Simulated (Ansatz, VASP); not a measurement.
# Two plane-wave programs on ZrGa2Se2

```
CELL_PARAMETERS angstrom
4.89989 0.00000 0.00000
-2.44994 4.24343 0.00000
0.00000 0.00000 5.57981
ATOMIC_POSITIONS crystal
Zr 0.00000 0.00000 0.00000
Ga 0.33333 0.66667 0.50000
Ga 0.66667 0.33333 0.50000
Se 0.33333 0.66667 0.00000
Se 0.66667 0.33333 0.00000
```

Alike in both runs: functional PBE; k mesh 6 × 6 × 4; occupations gaussian, width 0.1 eV; no spin polarisation.

Ansatz relaxed the structure, and its values are those at the end. VASP's run is a single point on that final structure, the one shown.

|  | VASP | Ansatz |
| --- | --- | --- |
| version | VASP 6.6.1 | Ansatz 0.2.0 |
| potentials or method | VASP PAW PBE potentials, release 64 (Zr_sv, Ga_d, Se), cutoff 520 eV | scalar-relativistic, plane waves, PAW |
| valence electrons in the cell | 50 | 70 |

VASP gave:

- gap on the k mesh at the Fermi level (eV): none
- pressure (GPa): 0.2

Task: Which values does Ansatz return?

Result: gap on the k mesh at the Fermi level (eV): none; pressure (GPa): 0.1.

A gap of «none» marks a metal or a gap that the smearing closes. VASP's potentials hold 50 valence electrons a cell and Ansatz's 70, so a difference there can come from the potentials and not from the codes.
